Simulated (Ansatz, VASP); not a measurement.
Ba: VASP beside Ansatz

```
Ba
1.0
     0.00000    3.35079    3.35079
     3.35079    0.00000    3.35079
     3.35079    3.35079    0.00000
Ba
1
Direct
  0.00000 0.00000 0.00000
```

Alike in both runs: task single point; functional BLYP; k mesh 10 × 10 × 10; occupations fermi-dirac, width 0.1 eV; no spin polarisation.

|  | VASP | Ansatz |
| --- | --- | --- |
| version | VASP 6.6.1 | Ansatz 0.2.0 |
| potentials or method | VASP PAW PBE potentials, release 64 (Ba_sv), cutoff 520 eV | plane waves (420 eV) with PAW, scalar-relativistic |
| valence electrons in the cell | 10 | 10 |

```tsv
	VASP	Ansatz	Ansatz less VASP
pressure (GPa)	-0.7	-0.7	-0.02
```

VASP's potentials were made for PBE, not for BLYP. The functional is the same, so the differences come from potentials, cutoffs and numerics.

Neither program's run includes spin-orbit coupling.
